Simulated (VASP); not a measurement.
**AlNi: single point with PBEsol**

Crystal: AlNi.

```xyz
2
Lattice="2.0549 -2.0548 0.0000 2.0549 2.0548 0.0000 0.0000 0.0000 2.7924" Properties=species:S:1:pos:R:3 pbc="T T T"
Al    0.0000    0.0000    0.0000
Ni    2.0549    0.0000    1.3962
```

```
Program                : VASP 6.6.1
Task                   : single point
Functional             : PBEsol
Potentials or basis    : VASP PAW PBE potentials, release 64 (Al, Ni)
Cutoff                 : 520 eV
k mesh                 : 16 × 16 × 16
Occupations            : gaussian, width 0.15 eV
Spin                   : no spin polarisation
Dipole correction      : no
Further INCAR settings : ALGO = Fast; EDIFF = 1e-07; NBANDS = 14
```

```
Pressure : -0.8 GPa
```

Stress tensor (GPa, compression positive):
```
-2.03  0.00  0.00
 0.00 -2.03  0.00
 0.00  0.00  1.79
```

Levels at points of the mesh, in eV from the Fermi level:
```
           k point  band 5  band 6  band 7  band 8  band 9  band 10
(0.00, 0.00, 0.00)   -1.53   -1.53    5.08    5.08    6.54     8.02
(0.50, 0.00, 0.00)   -2.14   -1.45   -0.76    8.26    9.56    10.51
(0.50, 0.50, 0.00)   -2.00   -2.00   -1.10    1.23    2.32    13.13
(0.00, 0.00, 0.50)   -2.37   -1.54   -0.46    8.32    9.72     9.72
(0.50, 0.00, 0.50)   -2.20   -2.16   -1.01    1.63    2.68    12.13
(0.50, 0.50, 0.50)   -0.96    1.95    1.95    2.03    3.86     4.25
```

Wall time 2.1 min on 1 thread of AMD EPYC 9R45 96-Core Processor (Zen 5), with other jobs on the host, peak memory 0.3 GiB.

Caveat: the PAW data sets were made with another functional, which shifts forces and pressure a little. Spin polarisation is off, so any magnetic state and its effect on volume and gap are missing.
